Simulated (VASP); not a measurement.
Wanted: the native input for a VASP 6.6.1 run.

```
Task                   : single point
Functional             : PBE
Dispersion             : D3(BJ)
Potentials or basis    : VASP PAW PBE potentials, release 64 (Pt)
Cutoff                 : 520 eV
k mesh                 : 18 × 18 × 18
Occupations            : gaussian, width 0.1 eV
Spin                   : no spin polarisation
Dipole correction      : no
Further INCAR settings : ALGO = Normal; EDIFF = 1e-06; NBANDS = 11
```

The structure of Pt lies in POSCAR:

```
Pt
1.0
    0.0000000000      1.9641800449      1.9641800449
    1.9641800449      0.0000000000      1.9641800449
    1.9641800449      1.9641800449      0.0000000000
Pt
1
Direct
    0.0000000000      0.0000000000      0.0000000000
```

The input as run:

INCAR

```
SYSTEM = Pt
PREC = Accurate ; ENCUT = 520
EDIFF = 1E-6 ; ISMEAR = 0
SIGMA = 0.1 ; LREAL = .FALSE.
LASPH = .TRUE. ; NELM = 60
ALGO = Normal ; ISIF = 2
LWAVE = .FALSE. ; LCHARG = .TRUE.
GGA = PE ; IVDW = 12
LELF = .TRUE. ; LVHAR = .TRUE.
NBANDS = 11
```

KPOINTS

```
regular mesh
0
G
  18 18 18
  0 0 0
```

Potentials or basis: VASP PAW PBE potentials, release 64 (Pt).

Run with:

```bash
$ cat potpaw_PBE.64/Pt/POTCAR > POTCAR
$ mpirun -np 1 vasp_std > vasp.out
```

It gave:

```
Pressure                   : -0.5 GPa
Band gap on the k mesh     : zero (band 5 reaches 11.66 eV, above the bottom of band 6 at 9.45 eV)
Dispersion energy per atom : -0.775 eV
```

Caveat: spin-orbit coupling is left out, which moves the levels of the heavy elements; pairwise dispersion overbinds metals, which lowers pressure and volume.

Run time: 26 s on 1 thread of Intel(R) Xeon(R) Platinum 8488C (Sapphire Rapids) (shared host), peak memory 0.17 GiB.
